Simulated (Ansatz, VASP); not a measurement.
**Two plane-wave programs on BeCd2Te3**

The input INCAR:

```
SYSTEM = BeCd2Te3
PREC = Accurate ; ENCUT = 600
EDIFF = 1E-7 ; ISMEAR = 0
SIGMA = 0.1 ; LREAL = .False.
LASPH = .True. ; NELM = 120
ALGO = Normal ; ISIF = 3
LWAVE = .False. ; LCHARG = .False.
GGA = PE ; IBRION = 2
NSW = 90 ; EDIFFG = -0.04
GGA_COMPAT = .False. ; NELMIN = 4
```

KPOINTS

```
regular mesh
0
Gamma
  6 6 2
  0 0 0
```

File POSCAR:

```
BeCd2Te3
1.0
    4.8797618700      0.0000000000      0.0000000000
   -2.4398809400      4.2259977500      0.0000000000
    0.0000000000      0.0000000000      8.4126257600
Be Cd Te
1 2 3
Direct
    0.0000000000      0.0000000000      0.0000000000
    0.0000000000      0.0000000000      0.7689085500
    0.0000000000      0.0000000000      0.2310914500
    0.3333333300      0.6666666700      0.0000000000
    0.6666666700      0.3333333300      0.0000000000
    0.0000000000      0.0000000000      0.5000000000
```

Input for Ansatz:

```yaml
crystal:
  lattice:
    - [4.87976187, 0.0, 0.0]
    - [-2.43988094, 4.22599775, 0.0]
    - [0.0, 0.0, 8.41262576]
  atoms:
    - { symbol: Be, position: [0.0, 0.0, 0.0] }
    - { symbol: Cd, position: [0.0, 0.0, 0.76890855] }
    - { symbol: Cd, position: [0.0, 0.0, 0.23109145] }
    - { symbol: Te, position: [0.33333333, 0.66666667, 0.0] }
    - { symbol: Te, position: [0.66666667, 0.33333333, 0.0] }
    - { symbol: Te, position: [0.0, 0.0, 0.5] }
basis:
  ecutwfc: 420
kpoints:
  mp_grid: { grid: [6, 6, 2] }
hamiltonian:
  xc: pbe
scf:
  occupations: { method: gaussian, width: 0.1 }
  lower_state_search: "off"
output:
  forces: true
  stress: true
  eigenvalues: true
relax:
  adjacent_minimum: "off"
  f_tol: 0.04
  max_steps: 70
  cell: { stress_tol: 0.4 }
```

Alike in both runs: task relaxation of cell and atoms; functional PBE; k mesh 6 × 6 × 2; occupations gaussian, width 0.1 eV; no spin polarisation.

|  | VASP | Ansatz |
| --- | --- | --- |
| version | VASP 6.6.1 | Ansatz 0.2.0 |
| potentials or method | VASP PAW PBE potentials, release 64 (Be, Cd, Te), cutoff 600 eV | scalar-relativistic, plane waves, PAW |
| valence electrons in the cell | 44 | 90 |

```tsv
	VASP	Ansatz	Ansatz less VASP
gap on the k mesh at the Fermi level, each at its own relaxed structure (eV)	none	none	-
relaxed volume (Å³/atom)	40.04	39.75	-0.285
relaxed cell length with the largest relative difference (Å)	10.107	10.063	-0.0439
```

A gap of «none» marks a metal or a gap that the smearing closes. VASP's potentials hold 44 valence electrons a cell and Ansatz's 90, so a difference there can come from the potentials and not from the codes.

The k mesh is coarse, so the values compare programs but aren't converged. Spin-orbit coupling is off throughout. Noted on VASP's run: the volume moved by over 15 % at a fixed basis, so the end points are rough.
